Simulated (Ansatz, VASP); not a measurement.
## One calculation of SnO2, two programs

INCAR

```
  PREC = Accurate
  ENCUT = 520
  EDIFF = 1E-6
  ISMEAR = 0
  SIGMA = 0.05
  LREAL = False
  LASPH = True
  NELM = 80
  ALGO = Normal
  ISIF = 2
  LWAVE = False
  LCHARG = False
  NBANDS = 64
```

The input KPOINTS:

```
regular mesh
0
Gamma
  6 6 6
```

Contents of POSCAR:

```
SnO2
1.0
   -3.2078313831     -1.8520423126      4.0813809037
    3.2078313831     -1.8520423126      4.0813809037
    0.0000000000      3.7040846251      4.0813809037
Sn O
4 8
Direct
    0.5000000000      0.5000000000      0.5000000000
    1.0000000000      1.0000000000      0.5000000000
    1.0000000000      0.5000000000      0.0000000000
    0.5000000000      1.0000000000      0.0000000000
    0.2397430429      0.2397430429      0.2397430429
    0.7451905456      0.7451905456      0.2451905456
    0.7451905456      0.2451905456      0.7451905456
    0.2451905456      0.7451905456      0.7451905456
    0.7548094544      0.7548094544      0.7548094544
    0.2548094544      0.2548094544      0.7548094544
    0.2548094544      0.7548094544      0.2548094544
    0.7548094544      0.2548094544      0.2548094544
```

Input for Ansatz:

```yaml
crystal:
  lattice:
    - [-3.2078313831, -1.8520423126, 4.0813809037]
    - [3.2078313831, -1.8520423126, 4.0813809037]
    - [0.0, 3.7040846251, 4.0813809037]
  atoms:
    - { symbol: Sn, position: [0.5, 0.5, 0.5] }
    - { symbol: Sn, position: [1.0, 1.0, 0.5] }
    - { symbol: Sn, position: [1.0, 0.5, 0.0] }
    - { symbol: Sn, position: [0.5, 1.0, 0.0] }
    - { symbol: O, position: [0.2397430429, 0.2397430429, 0.2397430429] }
    - { symbol: O, position: [0.7451905456, 0.7451905456, 0.2451905456] }
    - { symbol: O, position: [0.7451905456, 0.2451905456, 0.7451905456] }
    - { symbol: O, position: [0.2451905456, 0.7451905456, 0.7451905456] }
    - { symbol: O, position: [0.7548094544, 0.7548094544, 0.7548094544] }
    - { symbol: O, position: [0.2548094544, 0.2548094544, 0.7548094544] }
    - { symbol: O, position: [0.2548094544, 0.7548094544, 0.2548094544] }
    - { symbol: O, position: [0.7548094544, 0.2548094544, 0.2548094544] }
basis:
  ecutwfc: 420
kpoints:
  mp_grid: { grid: [6, 6, 6] }
hamiltonian:
  xc: lda
scf:
  occupations: { method: gaussian, width: 0.05 }
output:
  forces: true
  stress: true
  eigenvalues: true
```

Alike in both runs: task single point; functional LDA; k mesh 6 × 6 × 6; occupations gaussian, width 0.05 eV; no spin polarisation.

|  | VASP | Ansatz |
| --- | --- | --- |
| version | VASP 6.6.1 | Ansatz 0.2.0 |
| potentials or method | VASP PAW LDA potentials, release 64 (Sn_d, O), cutoff 520 eV | scalar-relativistic, plane waves, PAW |
| valence electrons in the cell | 104 | 104 |

|  | VASP | Ansatz | Ansatz less VASP |
| --- | --- | --- | --- |
| gap on the k mesh at the Fermi level (eV) | 1.59 | 1.58 | -0.009 |
| least direct gap on the mesh (eV) | 1.59 | 1.58 | -0.009 |
| pressure (GPa) | 1.8 | 0.8 | -1.01 |
| traceless stress, the component that is largest in VASP (GPa) | -0.71 | -0.02 | +0.691 |
| rms of the force components (eV/Å) | 0.173 | 0.158 | -0.0147 |

LDA's correlation is that of Perdew and Zunger in VASP and of Perdew and Wang (1992) in Ansatz. Atom by atom the forces differ by 0.030 eV/Å (rms over components).
